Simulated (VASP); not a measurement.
# WC (P1) in VASP: a series of runs

WC is run at these levels: PBEsol; tasks: single point.

All numbers are computed with VASP 6.6.1; they aren't measurements. Logs are shortened: lines on timing, memory, paths and dates and some standing lists are left out, and cuts for length are marked.

### 1 The cell of the first run

The typed cell holds 2 atoms: a = 3.101 Å, b = 3.101 Å, c = 3.101 Å, α = 60.00°, β = 60.00°, γ = 60.00°.

### 2 Single point, PBEsol

INCAR

```
SYSTEM = WC
PREC     = Accurate       ! precision mode
ENCUT    = 520            ! plane-wave cutoff, eV
EDIFF    = 1E-6           ! SCF threshold, eV
ISMEAR   = 1              ! smearing method
SIGMA    = 0.1            ! smearing width, eV
LREAL    = .FALSE.        ! projectors in reciprocal space
LASPH    = .TRUE.         ! aspherical terms in the spheres
NELM     = 100            ! most SCF steps
ALGO     = Normal         ! electronic algorithm
ISIF     = 2              ! what is computed and relaxed
LWAVE    = .FALSE.        ! write WAVECAR
LCHARG   = .FALSE.        ! write CHGCAR
GGA      = PS             ! functional
NBANDS   = 16             ! bands
```

KPOINTS

```
Automatic mesh
0
G
  6 6 6
  0 0 0
```

POSCAR

```
WC
1.0
    0.0000000000      2.1926840000      2.1926840000
    2.1926840000      0.0000000000      2.1926840000
    2.1926840000      2.1926840000      0.0000000000
W C
1 1
Direct
   -0.0156069422     -0.0176246352      0.0525446362
    0.4046693803      0.5507318219      0.5281921062
```

Potentials or basis: VASP PAW PBE potentials, release 64 (W_sv, C).

On the command line:

```bash
$ cat potpaw_PBE.64/W_sv/POTCAR potpaw_PBE.64/C/POTCAR > POTCAR
$ mpirun -np 1 vasp_std > vasp.out
```

OUTCAR:

```text
SYSTEM = WC
   PREC = Accurate
   ENCUT = 520
   EDIFF = 1E-6
   ISMEAR = 1
   LREAL = .FALSE.
   LASPH = .TRUE.
   NELM = 100
   ISIF = 2
   GGA = PS

 ion  position               nearest neighbor table
   1  0.984  0.982  0.053-   2 1.97   2 2.11   2 2.18   2 2.23   2 2.30   2 2.42
   2  0.405  0.551  0.528-   1 1.97   1 2.11   1 2.18   1 2.23   1 2.30   1 2.42

  LATTYP: Found a face centered cubic cell.
 ALAT       =     4.3853680000

  Lattice vectors:

 A1 = (   0.0000000000,   2.1926840000,   2.1926840000)
 A2 = (   2.1926840000,   0.0000000000,   2.1926840000)
 A3 = (   2.1926840000,   2.1926840000,   0.0000000000)

Analysis of symmetry for initial positions (statically):
=====================================================================
 Subroutine PRICEL returns:
 Original cell was already a primitive cell.

 Routine SETGRP: Setting up the symmetry group for a
 face centered cubic supercell.

 Subroutine GETGRP returns: Found  1 space group operations
 (whereof  1 operations were pure point group operations)
 out of a pool of 48 trial point group operations.

The static configuration has the point symmetry C_1 .

Analysis of symmetry for dynamics (positions and initial velocities):
=====================================================================
 Subroutine PRICEL returns:
 Original cell was already a primitive cell.

 Routine SETGRP: Setting up the symmetry group for a
 face centered cubic supercell.

 Subroutine GETGRP returns: Found  1 space group operations
 (whereof  1 operations were pure point group operations)
 out of a pool of 48 trial point group operations.

The dynamic configuration has the point symmetry C_1 .

 Subroutine INISYM returns: Found  1 space group operations
 (whereof  1 operations are pure point group operations),
 and found     1 'primitive' translations

----------------------------------------------------------------------------------------

                                     Primitive cell

  volume of cell :      21.0842

  direct lattice vectors                    reciprocal lattice vectors
     0.000000000  2.192684000  2.192684000    -0.228031034  0.228031034  0.228031034
     2.192684000  0.000000000  2.192684000     0.228031034 -0.228031034  0.228031034
     2.192684000  2.192684000  0.000000000     0.228031034  0.228031034 -0.228031034

  length of vectors
     3.100923451  3.100923451  3.100923451     0.394961337  0.394961337  0.394961337

[... 74 lines left out ...]
   ISPIN  =      1    spin polarized calculation?
   LNONCOLLINEAR =      F non collinear calculations
   LSORBIT =      F    spin-orbit coupling
   LASPH  =      T    aspherical Exc in radial PAW
   ENCUT  =  520.0 eV  38.22 Ry    6.18 a.u.   5.77  5.77  5.77*2*pi/ulx,y,z
   NELM   =    100;   NELMIN=  2; NELMDL= -5     # of ELM steps
   EDIFF  = 0.1E-05   stopping-criterion for ELM
   LREAL  =      F    real-space projection
   EDIFFG = 0.1E-04   stopping-criterion for IOM
   NSW    =      0    number of steps for IOM
   IBRION =     -1    ionic relax: 0-MD 1-quasi-New 2-CG
   NFREE  =      0    steps in history (QN), initial steepest desc. (CG)
   ISIF   =      2    stress and relaxation
   ISYM   =      2    0-nonsym 1-usesym 2-fastsym
   POTIM  = 0.5000    time-step for ionic-motion
   TEBEG  =    0.0;   TEEND  =   0.0 temperature during run
   PSTRESS=    0.0 pullay stress
   NELECT =      18.0000    total number of electrons
   NUPDOWN=      -1.0000    fix difference up-down
   EMIN   =  10.00;   EMAX   =-10.00  energy-range for DOS
   EFERMI =   0.00;   METHOD = LEGACY
   ISMEAR =     1;   SIGMA  =   0.10  broadening in eV -4-tet -1-fermi 0-gaus
   EFERMI_NEDOS =   21; number of points for ismear=-14 and -15
   IALGO  =     38    algorithm
   IMIX   =      4    mixing-type and parameters
     AMIX     =   0.40;   BMIX     =  1.00
     AMIX_MAG =   1.60;   BMIX_MAG =  1.00
  volume/ion in A,a.u.               =      10.54        71.14
  Fermi-wavevector in a.u.,A,eV,Ry     =   1.553029  2.934800 32.815887  2.411900
  Thomas-Fermi vector in A             =   2.657319
   LORBIT       =      0    0 simple, 1 ext, 2 COOP (PROOUT), +10 PAW based schemes
   GGA     = PS    functional components
   LHFCALC =     F    Hartree Fock is set to
   AEXX    =    0.0000 exact exchange contribution
   IVDW    =     0    specifies the selected vdW correction
   LEPSILON=     F    determine dielectric tensor
   LRPA    =     F    only Hartree local field effects (RPA)
 non-spin polarized calculation
 Methfessel and Paxton  Order N= 1 SIGMA  =   0.10
  energy-cutoff  :      520.00
  volume of cell :       21.08
 maximum number of plane-waves:       588
   NGX = 11   NGY = 11   NGZ = 11

 number of electron      18.0000000 magnetization

 Free energy of the ion-electron system (eV)
  ---------------------------------------------------
  ext. energy  EPLUGINS =         0.00000000
  ---------------------------------------------------
  free energy    TOTEN  =       -22.67707978 eV

  energy without entropy =      -22.67687936  energy(sigma->0) =      -22.67701297

 E-fermi :  12.0287     XC(G=0): -13.8149

 val. band max:       11.9979094389   @ k =   0.0000  -0.3333   0.1667
 cond. band min:      12.0308084070   @ k =  -0.1667   0.1667   0.5000
 fundamental gap:      0.0328989681
 Fermi energy:        12.0287226601

 k-point     1 :       0.0000    0.0000    0.0000
  band No.  band energies     occupation
      1     -63.0659      2.00000
      2     -27.1386      2.00000
      3     -27.0734      2.00000
      4     -27.0622      2.00000
      5      -3.4990      2.00000
      6       8.3628      2.00000
[... 433 lines left out ...]
      3     -27.2211      2.00000
      4     -27.1650      2.00000
      5      -1.2755      2.00000
      6       4.8646      2.00000
[... 8 lines left out ...]
     15      24.6328      0.00000
     16      26.7661      0.00000

 [... further k-points ...]
[... 5 lines left out ...]
  --------------------------------------------------------------------------------------
  -------------------------------------------------------------------------------------
  Total       -0.6417246      2.4589398     -1.1777048      0.4125473     -0.1307953      0.0128800
  in kB      -48.7642013    186.8531125    -89.4929648     31.3491807     -9.9390456      0.9787446
  external PRESSURE =      16.1986488 kB  Pullay stress =       0.0000000 kB

 VOLUME and BASIS-vectors are now :
 -----------------------------------------------------------------------------
  energy-cutoff  :      520.00
  volume of cell :       21.08
      direct lattice vectors                 reciprocal lattice vectors
     0.000000000  2.192684000  2.192684000    -0.228031034  0.228031034  0.228031034
     2.192684000  0.000000000  2.192684000     0.228031034 -0.228031034  0.228031034
     2.192684000  2.192684000  0.000000000     0.228031034  0.228031034 -0.228031034

 POSITION                                       TOTAL-FORCE (eV/Angst)
 -----------------------------------------------------------------------------------
      2.26925      2.27368      4.31250         0.560449     -2.116445     -0.136541
      2.36574      2.04547      2.09489        -0.560449      2.116445      0.136541
 -----------------------------------------------------------------------------------
    total drift:                               -0.000253      0.000626      0.000085

  FREE ENERGIE OF THE ION-ELECTRON SYSTEM (eV)
  ---------------------------------------------------
  free  energy   TOTEN  =       -22.6770797819 eV

  energy  without entropy=      -22.6768793583  energy(sigma->0) =      -22.67701297
```

OSZICAR:

```text
N       E                     dE             d eps       ncg     rms          rms(c)
DAV:   1     0.112718015433E+03    0.11272E+03   -0.92491E+03  3592   0.124E+03
DAV:   2    -0.226127396125E+02   -0.13533E+03   -0.13056E+03  4360   0.343E+02
DAV:   3    -0.260308686892E+02   -0.34181E+01   -0.34082E+01  3904   0.516E+01
DAV:   4    -0.260481587218E+02   -0.17290E-01   -0.17289E-01  4624   0.420E+00
DAV:   5    -0.260482926546E+02   -0.13393E-03   -0.13393E-03  3912   0.342E-01    0.328E+01
DAV:   6    -0.227902278046E+02    0.32581E+01   -0.78708E+00  4336   0.270E+01    0.879E+00
DAV:   7    -0.227125409256E+02    0.77687E-01   -0.46942E-01  3760   0.554E+00    0.669E+00
DAV:   8    -0.226780822981E+02    0.34459E-01   -0.74616E-02  4232   0.239E+00    0.802E-01
DAV:   9    -0.226771971823E+02    0.88512E-03   -0.27791E-03  3872   0.575E-01    0.108E-01
DAV:  10    -0.226770795871E+02    0.11760E-03   -0.33787E-04  4472   0.201E-01    0.472E-02
DAV:  11    -0.226770802349E+02   -0.64780E-06   -0.22484E-05  3984   0.420E-02    0.270E-02
DAV:  12    -0.226770797819E+02    0.45298E-06   -0.58467E-07  2656   0.913E-03
   1 F= -.22677080E+02 E0= -.22677013E+02  d E =-.200424E-03
```

Run time: 11 s. Hardware: 1 thread of Intel Xeon 6975P-C (Granite Rapids), shared host; peak memory 0.16 GiB.

What came out:

| Quantity | Value |
| --- | --- |
| Free energy | -22.6771 eV |
| Pressure | 1.6 GPa |
| Largest force | 2.194 eV/Å |
| Band gap on the k mesh | zero (band 9 reaches 13.18 eV, above the bottom of band 10 at 10.43 eV) |

Forces in eV/Å, atoms in the order of the input:
```
W    0.560 -2.116 -0.137
C   -0.560  2.116  0.137
```

Caveat: the k points lie up to 0.41 Å⁻¹ apart; the PAW data sets were made with another functional, which shifts forces and pressure a little; spin-orbit coupling is left out, which moves the levels of the heavy elements.

### 3 Single point, PBEsol

INCAR

```
SYSTEM = WC
PREC = Accurate
ENCUT = 520
EDIFF = 1E-6
ISMEAR = 1
SIGMA = 0.1
LREAL = .False.
LASPH = .True.
NELM = 80
ALGO = Normal
ISIF = 2
LWAVE = .False.
LCHARG = .False.
GGA = PS
NBANDS = 16
```

KPOINTS

```
regular mesh
0
Gamma
  6 6 6
  0 0 0
```

POSCAR

```
WC
1.0
    0.0000000000      2.1926840000      2.1926840000
    2.1926840000      0.0000000000      2.1926840000
    2.1926840000      2.1926840000      0.0000000000
W C
1 1
Direct
   -0.0316811851     -0.0031003369      0.0442532300
    0.4207450184      0.5362061740      0.5364842047
```

Potentials or basis: VASP PAW PBE potentials, release 64 (W_sv, C).

On the command line:

```bash
$ cat potpaw_PBE.64/W_sv/POTCAR potpaw_PBE.64/C/POTCAR > POTCAR
$ mpirun -np 1 vasp_std > vasp.out
```

Run time: 10 s. Hardware: 1 thread of Intel Xeon 6975P-C (Granite Rapids), shared host; peak memory 0.16 GiB.

The run converged. Its results:

| Item | Value |
| --- | --- |
| Free energy | -22.8458 eV |
| Pressure | -5.3 GPa |
| Largest force | 1.081 eV/Å |
| Band gap on the k mesh | zero (band 9 reaches 13.27 eV, above the bottom of band 10 at 10.41 eV) |

Forces on the atoms (eV/Å):
```
W    0.565 -0.912 -0.139
C   -0.565  0.912  0.139
```

Stress tensor (GPa, compression positive):
```
-6.57  0.69  0.02
 0.69 -0.11 -0.20
 0.02 -0.20 -9.08
```

Levels at points of the mesh, in eV from the Fermi level:
```tsv
k point	band 5	band 6	band 7	band 8	band 9	band 10	band 11	band 12	band 13	band 14
(0.00, 0.00, 0.00)	-15.66	-3.13	-3.06	-2.66	-2.14	-1.20	-0.38	-0.01	0.52	6.55
(0.50, 0.00, 0.00)	-11.17	-9.56	-6.50	-6.47	1.13	1.19	2.47	4.95	8.76	9.08
(0.00, 0.50, 0.00)	-11.14	-9.60	-6.48	-6.42	1.12	1.18	2.45	4.85	8.70	8.99
(0.00, 0.00, 0.50)	-11.06	-9.68	-6.42	-6.34	1.11	1.14	2.41	4.64	8.43	8.95
(0.50, 0.50, 0.50)	-11.07	-9.67	-6.43	-6.35	1.11	1.15	2.41	4.67	8.47	8.94
(0.50, 0.50, 0.00)	-13.40	-5.97	-5.48	-2.58	-1.98	1.21	2.38	2.40	5.57	7.16
(0.00, 0.50, 0.50)	-13.40	-5.91	-5.47	-2.52	-2.07	1.16	2.38	2.40	5.44	7.22
(0.50, 0.00, 0.50)	-13.40	-5.75	-5.44	-2.42	-2.26	1.05	2.37	2.38	5.15	7.36
```

Caveat: the k points lie up to 0.41 Å⁻¹ apart; the PAW data sets were made with another functional, which shifts forces and pressure a little; spin-orbit coupling is left out, which moves the levels of the heavy elements.
